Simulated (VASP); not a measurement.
# KSi2Ag2 (I4/mmm) in VASP: single point with r2SCAN

Aim: the single point of KSi2Ag2 with r2SCAN.

Program: VASP 6.6.1. These are calculated values, not measurements. Logs are shortened: lines on timing, memory, paths and dates and some standing lists are left out, and cuts for length are marked.

### Step 1. The cell of the first run

Symmetry: I4/mmm, No. 139, tetragonal system. Conventional cell: a = 4.422 Å, b = 4.422 Å, c = 10.580 Å, α = 90.00°, β = 90.00°, γ = 90.00°. Within 3.1 Å of Si (site symmetry 4mm) lie 1 Si at 2.35 Å and 4 Ag at 2.66 Å. Within 3.5 Å of Ag (site symmetry -4m2) lie 4 Si at 2.66 Å and 4 Ag at 3.13 Å and 4 K at 3.45 Å. K (site symmetry 4/mmm) has 10 Si at 3.34 to 4.12 Å and 8 Ag at 3.45 Å and 4 K at 4.42 Å within 4.5 Å.

### Step 2. Single point, r2SCAN

POSCAR reads:

```
KSi2Ag2
1.0
    0.0000000000      4.4216550000      0.0000000000
    4.4216550000      0.0000000000      0.0000000000
    2.2108270000      2.2108270000     -5.2898330000
Si Ag K
2 2 1
Direct
    0.3890000000      0.3890000000      0.2220000000
    0.6110000000      0.6110000000      0.7780000000
    0.7500000000      0.2500000000      0.5000000000
    0.2500000000      0.7500000000      0.5000000000
    0.0000000000      0.0000000000      0.0000000000
```

INCAR.step1 reads:

```
PREC = Accurate
ENCUT = 520
ISMEAR = -1
SIGMA = 0.1
LREAL = F
LASPH = T
NELM = 100
NBANDS = 28
GGA = PE
ALGO = Normal
EDIFF = 1E-4
LWAVE = T
LCHARG = F
```

INCAR.step2 reads:

```
PREC = Accurate
ENCUT = 520
EDIFF = 1E-7
ISMEAR = -1
SIGMA = 0.1
LREAL = F
LASPH = T
NELM = 100
ALGO = Normal
ISIF = 2
LWAVE = F
LCHARG = F
METAGGA = R2SCAN
LMIXTAU = T
NBANDS = 28
ISTART = 1
```

KPOINTS reads:

```
Automatic mesh
0
Gamma
  8 8 8
```

Potentials or basis: VASP PAW PBE potentials, release 64 (Si, Ag, K_sv).

The run is started by

```sh
$ cat potpaw_PBE.64/Si/POTCAR potpaw_PBE.64/Ag/POTCAR potpaw_PBE.64/K_sv/POTCAR > POTCAR
$ cp INCAR.step1 INCAR
$ mpirun -np 1 vasp_std > vasp.out
$ cp INCAR.step2 INCAR
$ mpirun -np 1 vasp_std > vasp.out
```

OUTCAR:

```text
PREC = Accurate
   ENCUT = 520
   EDIFF = 1E-7
   ISMEAR = -1
   LREAL = F
   LASPH = T
   NELM = 100
   ISIF = 2
   METAGGA = R2SCAN
   ISTART = 1

 ion  position               nearest neighbor table
   1  0.389  0.389  0.222-   2 2.35   3 2.66   4 2.66   4 2.66   3 2.66   5 3.34   5 3.34   5 3.34
                             5 3.34
   2  0.611  0.611  0.778-   1 2.35   3 2.66   4 2.66   3 2.66   4 2.66   5 3.34   5 3.34   5 3.34
                             5 3.34
   3  0.750  0.250  0.500-   1 2.66   2 2.66   1 2.66   2 2.66   4 3.13   4 3.13   4 3.13   4 3.13
                             5 3.45   5 3.45   5 3.45   5 3.45
   4  0.250  0.750  0.500-   1 2.66   2 2.66   1 2.66   2 2.66   3 3.13   3 3.13   3 3.13   3 3.13
                             5 3.45   5 3.45   5 3.45   5 3.45
   5  0.000  0.000  0.000-   1 3.34   2 3.34   2 3.34   2 3.34   1 3.34   1 3.34   2 3.34   1 3.34
                             4 3.45   3 3.45   4 3.45   3 3.45   3 3.45   4 3.45   4 3.45   3 3.45

  LATTYP: Found a body centered tetragonal cell.
 ALAT       =     4.4216550000
 C/A-ratio  =     2.3926936860

  Lattice vectors:

 A1 = (  -2.2108270000,   2.2108280000,   5.2898330000)
 A2 = (   2.2108280000,  -2.2108270000,   5.2898330000)
 A3 = (   2.2108270000,   2.2108270000,  -5.2898330000)

Analysis of symmetry for initial positions (statically):
=====================================================================
 Subroutine PRICEL returns:
 Original cell was already a primitive cell.

 Routine SETGRP: Setting up the symmetry group for a
 body centered tetragonal supercell.

 Subroutine GETGRP returns: Found 16 space group operations
 (whereof 16 operations were pure point group operations)
 out of a pool of 16 trial point group operations.

The static configuration has the point symmetry D_4h.

Analysis of symmetry for dynamics (positions and initial velocities):
=====================================================================
 Subroutine PRICEL returns:
 Original cell was already a primitive cell.

 Routine SETGRP: Setting up the symmetry group for a
 body centered tetragonal supercell.

 Subroutine GETGRP returns: Found 16 space group operations
 (whereof 16 operations were pure point group operations)
 out of a pool of 16 trial point group operations.

The dynamic configuration has the point symmetry D_4h.

 Subroutine INISYM returns: Found 16 space group operations
 (whereof 16 operations are pure point group operations),
 and found     1 'primitive' translations

----------------------------------------------------------------------------------------

                                     Primitive cell

  volume of cell :     103.4217

  direct lattice vectors                    reciprocal lattice vectors
     0.000000000  4.421655000  0.000000000     0.000000000  0.226159662  0.094520921
     4.421655000  0.000000000  0.000000000     0.226159662  0.000000000  0.094520921
     2.210827000  2.210827000 -5.289833000     0.000000000  0.000000000 -0.189041885

  length of vectors
     4.421655000  4.421655000  6.144741265     0.245117109  0.245117109  0.189041885

  position of ions in fractional coordinates (direct lattice)
     0.389000000  0.389000000  0.222000000
     0.611000000  0.611000000  0.778000000
     0.750000000  0.250000000  0.500000000
     0.250000000  0.750000000  0.500000000
     0.000000000  0.000000000  0.000000000

  ion indices of the primitive-cell ions
   primitive index   ion index
                 1           1
                 2           2
                 3           3
                 4           4
                 5           5

----------------------------------------------------------------------------------------

 KPOINTS: Automatic mesh

Automatic generation of k-mesh.
 Grid dimensions read from file:
 generate k-points for:    8    8    8

 Generating k-lattice:

  Cartesian coordinates                     Fractional coordinates (reciprocal lattice)
     0.000000000  0.028269958  0.011815115     0.125000000  0.000000000  0.000000000
     0.028269958  0.000000000  0.011815115     0.000000000  0.125000000  0.000000000
     0.000000000  0.000000000 -0.023630236     0.000000000  0.000000000  0.125000000

  Length of vectors
     0.030639639  0.030639639  0.023630236

  Shift w.r.t. Gamma in fractional coordinates (k-lattice)
     0.000000000  0.000000000  0.000000000

 Subroutine IBZKPT returns following result:
 ===========================================

 Found     59 irreducible k-points:

 Following reciprocal coordinates:
            Coordinates               Weight
  0.000000  0.000000  0.000000      1.000000
  0.125000  0.000000 -0.000000      8.000000
  0.250000  0.000000 -0.000000      8.000000
  0.375000  0.000000 -0.000000      8.000000
  0.500000  0.000000 -0.000000      4.000000
  0.125000  0.125000 -0.000000      8.000000
[... 16 lines left out ...]
  0.250000  0.000000  0.125000      4.000000
  0.375000  0.000000  0.125000      8.000000
 [... further k-points ...]
   k-points           NKPTS =     59   k-points in BZ     NKDIM =     59   number of bands    NBANDS=     28
   number of dos      NEDOS =    301   number of ions     NIONS =      5
   total plane-waves  NPLWV =  62208
   dimension x,y,z NGX =    36 NGY =   36 NGZ =   48
   dimension x,y,z NGXF=    72 NGYF=   72 NGZF=   96
   ions per type =               2   2   1
   NGX,Y,Z   is equivalent  to a cutoff of  13.54, 13.54, 12.99 a.u.
   NGXF,Y,Z  is equivalent  to a cutoff of  27.07, 27.07, 25.97 a.u.
 SYSTEM =  unknown system
   PREC   = accura    normal or accurate (medium, high low for compatibility)
   ISTART =      1    job   : 0-new  1-cont  2-samecut
   ICHARG =      0    charge: 1-file 2-atom 10-const
   ISPIN  =      1    spin polarized calculation?
   LNONCOLLINEAR =      F non collinear calculations
   LSORBIT =      F    spin-orbit coupling
   LASPH  =      T    aspherical Exc in radial PAW
   ENCUT  =  520.0 eV  38.22 Ry    6.18 a.u.   8.22  8.22 11.43*2*pi/ulx,y,z
   NELM   =    100;   NELMIN=  2; NELMDL=  0     # of ELM steps
   EDIFF  = 0.1E-06   stopping-criterion for ELM
   LREAL  =      F    real-space projection
   EDIFFG = 0.1E-05   stopping-criterion for IOM
   NSW    =      0    number of steps for IOM
   IBRION =     -1    ionic relax: 0-MD 1-quasi-New 2-CG
   NFREE  =      0    steps in history (QN), initial steepest desc. (CG)
   ISIF   =      2    stress and relaxation
   ISYM   =      2    0-nonsym 1-usesym 2-fastsym
   POTIM  = 0.5000    time-step for ionic-motion
   TEBEG  =    0.0;   TEEND  =   0.0 temperature during run
   PSTRESS=    0.0 pullay stress
   NELECT =      39.0000    total number of electrons
   NUPDOWN=      -1.0000    fix difference up-down
   EMIN   =  10.00;   EMAX   =-10.00  energy-range for DOS
   EFERMI =   0.00;   METHOD = LEGACY
   ISMEAR =    -1;   SIGMA  =   0.10  broadening in eV -4-tet -1-fermi 0-gaus
   EFERMI_NEDOS =   21; number of points for ismear=-14 and -15
   IALGO  =     38    algorithm
   IMIX   =      4    mixing-type and parameters
     AMIX     =   0.40;   BMIX     =  1.00
     AMIX_MAG =   1.60;   BMIX_MAG =  1.00
  volume/ion in A,a.u.               =      20.68       139.58
  Fermi-wavevector in a.u.,A,eV,Ry     =   1.182749  2.235071 19.033115  1.398894
  Thomas-Fermi vector in A             =   2.318997
   LORBIT       =      0    0 simple, 1 ext, 2 COOP (PROOUT), +10 PAW based schemes
   METAGGA = R2SCAN    functional components
   LHFCALC =     F    Hartree Fock is set to
   AEXX    =    0.0000 exact exchange contribution
   IVDW    =     0    specifies the selected vdW correction
   LEPSILON=     F    determine dielectric tensor
   LRPA    =     F    only Hartree local field effects (RPA)
 non-spin polarized calculation
  energy-cutoff  :      520.00
  volume of cell :      103.42
 maximum number of plane-waves:      2815
 NGX is ok and might be reduce to    36
   NGX = 17   NGY = 17   NGZ = 23

 number of electron      38.9999999 magnetization

 Free energy of the ion-electron system (eV)
  ---------------------------------------------------
  ext. energy  EPLUGINS =         0.00000000
  ---------------------------------------------------
  free energy    TOTEN  =       -65.75765609 eV

  energy without entropy =      -65.68737854  energy(sigma->0) =      -65.72251731

 E-fermi :   5.1527     XC(G=0): -10.7351

 val. band max:        5.1459321167   @ k =   0.5000   0.3750   0.0000
 cond. band min:       5.1583801794   @ k =  -0.1250   0.0000   0.3750
 fundamental gap:      0.0124480627
 Fermi energy:         5.1527292683

 k-point     1 :       0.0000    0.0000    0.0000
  band No.  band energies     occupation
      1     -25.9163      2.00000
      2      -8.7808      2.00000
      3      -8.7039      2.00000
      4      -8.7039      2.00000
      5      -4.8208      2.00000
      6      -2.3163      2.00000
[... 20 lines left out ...]
     27      12.1644      0.00000
     28      14.1715      0.00000

 k-point     2 :       0.1250    0.0000   -0.0000
  band No.  band energies     occupation
      1     -25.9156      2.00000
      2      -8.7803      2.00000
      3      -8.7308      2.00000
      4      -8.7010      2.00000
      5      -4.7034      2.00000
      6      -2.3147      2.00000
[... 20 lines left out ...]
     27      12.0223      0.00000
     28      13.4023      0.00000

 k-point     3 :       0.2500    0.0000   -0.0000
  band No.  band energies     occupation
      1     -25.9140      2.00000
      2      -8.7953      2.00000
      3      -8.7757      2.00000
      4      -8.6940      2.00000
      5      -4.4028      2.00000
      6      -2.3200      2.00000
[... 616 lines left out ...]
      3      -8.7740      2.00000
      4      -8.6943      2.00000
      5      -4.4582      2.00000
      6      -2.2320      2.00000
[... 20 lines left out ...]
     27      12.2768      0.00000
     28      12.9679      0.00000

 k-point    24 :       0.3750    0.0000    0.1250
  band No.  band energies     occupation
      1     -25.9125      2.00000
      2      -8.8521      2.00000
      3      -8.7713      2.00000
      4      -8.6873      2.00000
      5      -4.1325      2.00000
      6      -2.2450      2.00000
[... 20 lines left out ...]
     27      12.3215      0.00000
     28      12.6079      0.00000

 [... further k-points ...]

------------------------ aborting loop because EDIFF is reached ----------------------------------------

  FORCE on cell =-STRESS in cart. coord.  units (eV):
  Direction    XX          YY          ZZ          XY          YZ          ZX
  --------------------------------------------------------------------------------------
  -------------------------------------------------------------------------------------
  Total        0.5739883      0.5739883     -2.1413081     -0.0000000     -0.0000002     -0.0000002
  in kB        8.8920515      8.8920515    -33.1724898     -0.0000000     -0.0000031     -0.0000031
  external PRESSURE =      -5.1294623 kB  Pullay stress =       0.0000000 kB

 VOLUME and BASIS-vectors are now :
 -----------------------------------------------------------------------------
  energy-cutoff  :      520.00
  volume of cell :      103.42
      direct lattice vectors                 reciprocal lattice vectors
     0.000000000  4.421655000  0.000000000     0.000000000  0.226159662  0.094520921
     4.421655000  0.000000000  0.000000000     0.226159662  0.000000000  0.094520921
     2.210827000  2.210827000 -5.289833000     0.000000000  0.000000000 -0.189041885

 POSITION                                       TOTAL-FORCE (eV/Angst)
 -----------------------------------------------------------------------------------
      2.21083      2.21083     -1.17434        -0.000000     -0.000000     -0.126189
      4.42165      4.42165     -4.11549         0.000000      0.000000      0.126189
      2.21083      4.42165     -2.64492        -0.000000      0.000000     -0.000000
      4.42165      2.21083     -2.64492         0.000000     -0.000000      0.000000
      0.00000      0.00000      0.00000        -0.000000      0.000000      0.000000
 -----------------------------------------------------------------------------------
    total drift:                               -0.000000      0.000000     -0.000000

  FREE ENERGIE OF THE ION-ELECTRON SYSTEM (eV)
  ---------------------------------------------------
  free  energy   TOTEN  =       -65.7576560878 eV

  energy  without entropy=      -65.6873785413  energy(sigma->0) =      -65.72251731
```

Wall time 14 min (1 thread of AMD EPYC 7R43 (Zen 3), shared host); peak memory 0.32 GiB.

Results:

| Quantity | Value |
| --- | --- |
| Free energy | -65.7577 eV |
| Pressure | -0.5 GPa |
| Largest force | 0.126 eV/Å |
| Band gap on the k mesh | zero (an odd number of electrons rules out a gap without spin polarisation) |

Forces in eV/Å, atoms in the order of the input:
```
Si   0.000  0.000 -0.126
Si   0.000  0.000  0.126
Ag   0.000  0.000  0.000
Ag   0.000  0.000  0.000
K    0.000  0.000  0.000
```

Caveat: the PAW data sets were made with another functional, which shifts forces and pressure a little.
